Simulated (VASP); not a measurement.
# SiRu2 (I4/mcm) in VASP: single point with PBEsol

Aim: the single point of SiRu2 with PBEsol.

Everything below comes from runs of VASP 6.6.1. Logs are shortened: lines on timing, memory, paths and dates and some standing lists are left out, and cuts for length are marked.

## Step 1: The cell of the first run

The structure is tetragonal, space group I4/mcm (No. 140). The conventional cell has a = 5.671 Å, b = 5.671 Å, c = 4.834 Å, α = 90.00°, β = 90.00°, γ = 90.00°. Ru (site symmetry m2m) has 4 Si at 2.45 Å and 11 Ru at 2.54 to 3.02 Å within 3.2 Å. Within 3.2 Å of Si (site symmetry 422) lie 2 Si at 2.42 Å and 8 Ru at 2.45 Å.

## Step 2: Single point, PBEsol

File INCAR:

```
PREC = Accurate ; ENCUT = 520
EDIFF = 1E-6 ; ISMEAR = 0
SIGMA = 0.1 ; LREAL = False
LASPH = True ; NELM = 60
ALGO = Normal ; ISIF = 2
LWAVE = False ; LCHARG = True
GGA = PS ; LELF = True
LVHAR = True ; NBANDS = 41
```

File KPOINTS:

```
Automatic mesh
0
Gamma
  10 10 10
```

File POSCAR:

```
SiRu2
1.0
   -2.8353365190      2.8353365190      2.4167821794
    2.8353365190     -2.8353365190      2.4167821794
    2.8353365190      2.8353365190     -2.4167821794
Ru Si
4 2
Direct
    0.8419388550      0.6580611450      0.5000000000
    0.3419388550      0.8419388550      0.1838777100
    0.1580611450      0.3419388550      0.5000000000
    0.6580611450      0.1580611450      0.8161222900
    0.7500000000      0.7500000000      0.0000000000
    0.2500000000      0.2500000000      0.0000000000
```

Potentials or basis: VASP PAW PBE potentials, release 64 (Ru_pv, Si).

The run is started by

```console
$ cat potpaw_PBE.64/Ru_pv/POTCAR potpaw_PBE.64/Si/POTCAR > POTCAR
$ mpirun -np 1 vasp_std > vasp.out
```

OUTCAR:

```text
PREC = Accurate
   ENCUT = 520
   EDIFF = 1E-6
   ISMEAR = 0
   LREAL = False
   LASPH = True
   NELM = 60
   ISIF = 2
   GGA = PS

 ion  position               nearest neighbor table
   1  0.842  0.658  0.500-   6 2.45   6 2.45   5 2.45   5 2.45   3 2.54   3 2.83   3 2.83   4 3.01
                             2 3.01   4 3.01   2 3.01   4 3.02   2 3.02   2 3.02   4 3.02
   2  0.342  0.842  0.184-   5 2.45   6 2.45   6 2.45   5 2.45   4 2.54   4 2.83   4 2.83   1 3.01
                             3 3.01   3 3.01   1 3.01   1 3.02   3 3.02   1 3.02   3 3.02
   3  0.158  0.342  0.500-   5 2.45   5 2.45   6 2.45   6 2.45   1 2.54   1 2.83   1 2.83   4 3.01
                             2 3.01   4 3.01   2 3.01   4 3.02   2 3.02   4 3.02   2 3.02
   4  0.658  0.158  0.816-   5 2.45   6 2.45   6 2.45   5 2.45   2 2.54   2 2.83   2 2.83   1 3.01
                             3 3.01   3 3.01   1 3.01   1 3.02   3 3.02   1 3.02   3 3.02
   5  0.750  0.750  0.000-   6 2.42   6 2.42   2 2.45   4 2.45   2 2.45   4 2.45   3 2.45   3 2.45
                             1 2.45   1 2.45
   6  0.250  0.250  0.000-   5 2.42   5 2.42   2 2.45   4 2.45   1 2.45   1 2.45   4 2.45   2 2.45
                             3 2.45   3 2.45

  LATTYP: Found a body centered tetragonal cell.
 ALAT       =     5.6706730380
 C/A-ratio  =     0.8523793078

  Lattice vectors:

 A1 = (  -2.8353365190,   2.8353365190,   2.4167821794)
 A2 = (   2.8353365190,  -2.8353365190,   2.4167821794)
 A3 = (   2.8353365190,   2.8353365190,  -2.4167821794)

Analysis of symmetry for initial positions (statically):
=====================================================================
 Subroutine PRICEL returns:
 Original cell was already a primitive cell.

 Routine SETGRP: Setting up the symmetry group for a
 body centered tetragonal supercell.

 Subroutine GETGRP returns: Found 16 space group operations
 (whereof  8 operations were pure point group operations)
 out of a pool of 16 trial point group operations.

The static configuration has the point symmetry C_4h.
 The point group associated with its full space group is D_4h.

Analysis of symmetry for dynamics (positions and initial velocities):
=====================================================================
 Subroutine PRICEL returns:
 Original cell was already a primitive cell.

 Routine SETGRP: Setting up the symmetry group for a
 body centered tetragonal supercell.

 Subroutine GETGRP returns: Found 16 space group operations
 (whereof  8 operations were pure point group operations)
 out of a pool of 16 trial point group operations.

The dynamic configuration has the point symmetry C_4h.
 The point group associated with its full space group is D_4h.

 Subroutine INISYM returns: Found 16 space group operations
 (whereof  8 operations are pure point group operations),
 and found     1 'primitive' translations

----------------------------------------------------------------------------------------

                                     Primitive cell

  volume of cell :      77.7153

  direct lattice vectors                    reciprocal lattice vectors
    -2.835336519  2.835336519  2.416782179     0.000000000  0.176345910  0.206886663
     2.835336519 -2.835336519  2.416782179     0.176345910  0.000000000  0.206886663
     2.835336519  2.835336519 -2.416782179     0.176345910  0.176345910  0.000000000

  length of vectors
     4.681784110  4.681784110  4.681784110     0.271845492  0.271845492  0.249390778

  position of ions in fractional coordinates (direct lattice)
     0.841938855  0.658061145  0.500000000
     0.341938855  0.841938855  0.183877710
     0.158061145  0.341938855  0.500000000
     0.658061145  0.158061145  0.816122290
     0.750000000  0.750000000  0.000000000
     0.250000000  0.250000000  0.000000000

  ion indices of the primitive-cell ions
   primitive index   ion index
                 1           1
                 2           2
                 3           3
                 4           4
                 5           5
                 6           6

----------------------------------------------------------------------------------------

 KPOINTS: Automatic mesh

Automatic generation of k-mesh.
 Grid dimensions read from file:
 generate k-points for:   10   10   10

 Generating k-lattice:

  Cartesian coordinates                     Fractional coordinates (reciprocal lattice)
     0.000000000  0.017634591  0.020688666     0.100000000  0.000000000  0.000000000
     0.017634591  0.000000000  0.020688666     0.000000000  0.100000000  0.000000000
     0.017634591  0.017634591  0.000000000     0.000000000  0.000000000  0.100000000

  Length of vectors
     0.027184549  0.027184549  0.024939078

  Shift w.r.t. Gamma in fractional coordinates (k-lattice)
     0.000000000  0.000000000  0.000000000

 Subroutine IBZKPT returns following result:
 ===========================================

 Found    102 irreducible k-points:

 Following reciprocal coordinates:
            Coordinates               Weight
  0.000000  0.000000  0.000000      1.000000
  0.100000  0.000000 -0.000000      8.000000
  0.200000  0.000000 -0.000000      8.000000
  0.300000  0.000000  0.000000      8.000000
  0.400000  0.000000 -0.000000      8.000000
  0.500000  0.000000  0.000000      4.000000
[... 16 lines left out ...]
  0.300000  0.300000  0.000000      8.000000
  0.400000  0.300000 -0.000000     16.000000
 [... further k-points ...]
   k-points           NKPTS =    102   k-points in BZ     NKDIM =    102   number of bands    NBANDS=     41
   number of dos      NEDOS =    301   number of ions     NIONS =      6
   total plane-waves  NPLWV =  46656
   dimension x,y,z NGX =    36 NGY =   36 NGZ =   36
   dimension x,y,z NGXF=    72 NGYF=   72 NGZF=   72
   ions per type =               4   2
   NGX,Y,Z   is equivalent  to a cutoff of  12.78, 12.78, 12.78 a.u.
   NGXF,Y,Z  is equivalent  to a cutoff of  25.57, 25.57, 25.57 a.u.
 SYSTEM =  unknown system
   PREC   = accura    normal or accurate (medium, high low for compatibility)
   ISTART =      0    job   : 0-new  1-cont  2-samecut
   ICHARG =      2    charge: 1-file 2-atom 10-const
   ISPIN  =      1    spin polarized calculation?
   LNONCOLLINEAR =      F non collinear calculations
   LSORBIT =      F    spin-orbit coupling
   LASPH  =      T    aspherical Exc in radial PAW
   ENCUT  =  520.0 eV  38.22 Ry    6.18 a.u.   8.71  8.71  8.71*2*pi/ulx,y,z
   NELM   =     60;   NELMIN=  2; NELMDL= -5     # of ELM steps
   EDIFF  = 0.1E-05   stopping-criterion for ELM
   LREAL  =      F    real-space projection
   EDIFFG = 0.1E-04   stopping-criterion for IOM
   NSW    =      0    number of steps for IOM
   IBRION =     -1    ionic relax: 0-MD 1-quasi-New 2-CG
   NFREE  =      0    steps in history (QN), initial steepest desc. (CG)
   ISIF   =      2    stress and relaxation
   ISYM   =      2    0-nonsym 1-usesym 2-fastsym
   POTIM  = 0.5000    time-step for ionic-motion
   TEBEG  =    0.0;   TEEND  =   0.0 temperature during run
   PSTRESS=    0.0 pullay stress
   NELECT =      64.0000    total number of electrons
   NUPDOWN=      -1.0000    fix difference up-down
   EMIN   =  10.00;   EMAX   =-10.00  energy-range for DOS
   EFERMI =   0.00;   METHOD = LEGACY
   ISMEAR =     0;   SIGMA  =   0.10  broadening in eV -4-tet -1-fermi 0-gaus
   EFERMI_NEDOS =   21; number of points for ismear=-14 and -15
   IALGO  =     38    algorithm
   IMIX   =      4    mixing-type and parameters
     AMIX     =   0.40;   BMIX     =  1.00
     AMIX_MAG =   1.60;   BMIX_MAG =  1.00
  volume/ion in A,a.u.               =      12.95        87.41
  Fermi-wavevector in a.u.,A,eV,Ry     =   1.534497  2.899778 32.037361  2.354680
  Thomas-Fermi vector in A             =   2.641416
   LORBIT       =      0    0 simple, 1 ext, 2 COOP (PROOUT), +10 PAW based schemes
   GGA     = PS    functional components
   LHFCALC =     F    Hartree Fock is set to
   AEXX    =    0.0000 exact exchange contribution
   IVDW    =     0    specifies the selected vdW correction
   LEPSILON=     F    determine dielectric tensor
   LRPA    =     F    only Hartree local field effects (RPA)
 non-spin polarized calculation
 Gauss-broadening in eV      SIGMA  =   0.10
  energy-cutoff  :      520.00
  volume of cell :       77.72
 maximum number of plane-waves:      2113
   NGX = 17   NGY = 17   NGZ = 17

 number of electron      63.9999998 magnetization

 Free energy of the ion-electron system (eV)
  ---------------------------------------------------
  ext. energy  EPLUGINS =         0.00000000
  ---------------------------------------------------
  free energy    TOTEN  =       -53.94477207 eV

  energy without entropy =      -53.91164705  energy(sigma->0) =      -53.92820956

 E-fermi :  12.5647     XC(G=0): -13.5725

 val. band max:       12.5625178477   @ k =  -0.2000  -0.4000   0.1000
 cond. band min:      12.5658710886   @ k =  -0.2000   0.2000   0.1000
 fundamental gap:      0.0033532409
 Fermi energy:        12.5646990739

 k-point     1 :       0.0000    0.0000    0.0000
  band No.  band energies     occupation
      1     -30.5167      2.00000
      2     -30.4467      2.00000
      3     -30.2398      2.00000
      4     -30.2398      2.00000
      5     -30.1425      2.00000
      6     -30.1327      2.00000
[... 33 lines left out ...]
     40      16.9687      0.00000
     41      16.9825      0.00000

 k-point     2 :       0.1000    0.0000   -0.0000
  band No.  band energies     occupation
      1     -30.5187      2.00000
      2     -30.4472      2.00000
      3     -30.2514      2.00000
      4     -30.2405      2.00000
      5     -30.1321      2.00000
      6     -30.1202      2.00000
[... 957 lines left out ...]
     40      18.4326      0.00000
     41      18.6432      0.00000

 k-point    24 :       0.4000    0.3000   -0.0000
  band No.  band energies     occupation
      1     -30.5157      2.00000
      2     -30.4339      2.00000
      3     -30.2860      2.00000
      4     -30.1798      2.00000
      5     -30.1657      2.00000
      6     -30.0637      2.00000
[... 33 lines left out ...]
     40      18.3957      0.00000
     41      19.1558      0.00000

 [... further k-points ...]

------------------------ aborting loop because EDIFF is reached ----------------------------------------

  FORCE on cell =-STRESS in cart. coord.  units (eV):
  Direction    XX          YY          ZZ          XY          YZ          ZX
  --------------------------------------------------------------------------------------
  -------------------------------------------------------------------------------------
  Total        0.0811965      0.0811965      0.0602694      0.0000000     -0.0000000      0.0000000
  in kB        1.6739442      1.6739442      1.2425128      0.0000000     -0.0000000      0.0000000
  external PRESSURE =       1.5301338 kB  Pullay stress =       0.0000000 kB

 VOLUME and BASIS-vectors are now :
 -----------------------------------------------------------------------------
  energy-cutoff  :      520.00
  volume of cell :       77.72
      direct lattice vectors                 reciprocal lattice vectors
    -2.835336519  2.835336519  2.416782179     0.000000000  0.176345910  0.206886663
     2.835336519 -2.835336519  2.416782179     0.176345910  0.000000000  0.206886663
     2.835336519  2.835336519 -2.416782179     0.176345910  0.176345910  0.000000000

 POSITION                                       TOTAL-FORCE (eV/Angst)
 -----------------------------------------------------------------------------------
      0.89631      1.93902      2.41678        -0.006170      0.006170     -0.000000
      1.93902     -0.89631      2.41678         0.006170      0.006170      0.000000
      1.93902      0.89631      0.00000         0.006170     -0.006170     -0.000000
      0.89631      3.73165     -0.00000        -0.006170     -0.006170     -0.000000
      0.00000      0.00000      3.62517        -0.000000     -0.000000     -0.000000
      0.00000      0.00000      1.20839        -0.000000     -0.000000     -0.000000
 -----------------------------------------------------------------------------------
    total drift:                                0.000000      0.000000      0.000000

  FREE ENERGIE OF THE ION-ELECTRON SYSTEM (eV)
  ---------------------------------------------------
  free  energy   TOTEN  =       -53.9447720745 eV

  energy  without entropy=      -53.9116470527  energy(sigma->0) =      -53.92820956
```

Wall time 4.9 min (1 thread of Intel Xeon Platinum 8259CL at 2.50GHz (Skylake/Cascade Lake), shared host); peak memory 0.37 GiB.

What came out:

```yaml
Free_energy: -53.9448 eV
Pressure: 0.2 GPa
Largest_force: 0.009 eV/Å
Band_gap_on_the_k_mesh: zero (bands 32 and 33 overlap by 0.78 eV)
```

Forces in eV/Å, atoms in the order of the input:
```
Ru  -0.006  0.006  0.000
Ru   0.006  0.006  0.000
Ru   0.006 -0.006  0.000
Ru  -0.006 -0.006  0.000
Si   0.000  0.000  0.000
Si   0.000  0.000  0.000
```

Caveat: the PAW data sets were made with another functional, which shifts forces and pressure a little.
